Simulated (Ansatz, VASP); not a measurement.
## Sb: VASP beside Ansatz

```
CELL_PARAMETERS angstrom
4.55769 0.00000 0.00000
0.00000 4.45038 0.00000
-1.32926 0.00000 6.40650
ATOMIC_POSITIONS crystal
Sb 0.33993 0.25000 0.68367
Sb 0.93664 0.75000 0.76276
Sb 0.06336 0.25000 0.23724
Sb 0.66007 0.75000 0.31633
```

Alike in both runs: task single point; functional r2SCAN; k mesh 6 × 6 × 4; occupations fermi-dirac, width 0.05 eV; no spin polarisation.

|  | VASP | Ansatz |
| --- | --- | --- |
| version | VASP 6.6.1 | Ansatz 0.2.0 |
| potentials or method | VASP PAW PBE potentials, release 64 (Sb) | Ansatz PAW |
| plane-wave cutoff (eV) | 520 | 500 |
| valence electrons in the cell | 20 | 60 |

VASP gave:

- gap on the k mesh at the Fermi level (eV): none
- pressure (GPa): -1.6
- traceless stress, the component that is largest in VASP (GPa): -0.65
- rms of the force components (eV/Å): 0.219

**Question.** What did Ansatz give for the same quantities?

**Answer.** gap on the k mesh at the Fermi level (eV): none; pressure (GPa): -1.6; traceless stress, the component that is largest in VASP (GPa): -0.64; rms of the force components (eV/Å): 0.240.

VASP's potentials were made for PBE, not for r2SCAN. Atom by atom the forces differ by 0.022 eV/Å (rms over components). A gap of «none» marks a metal or a gap that the smearing closes. VASP's potentials hold 20 valence electrons a cell and Ansatz's 60, so a difference there can come from the potentials and not from the codes.

Neither program's run includes spin-orbit coupling.
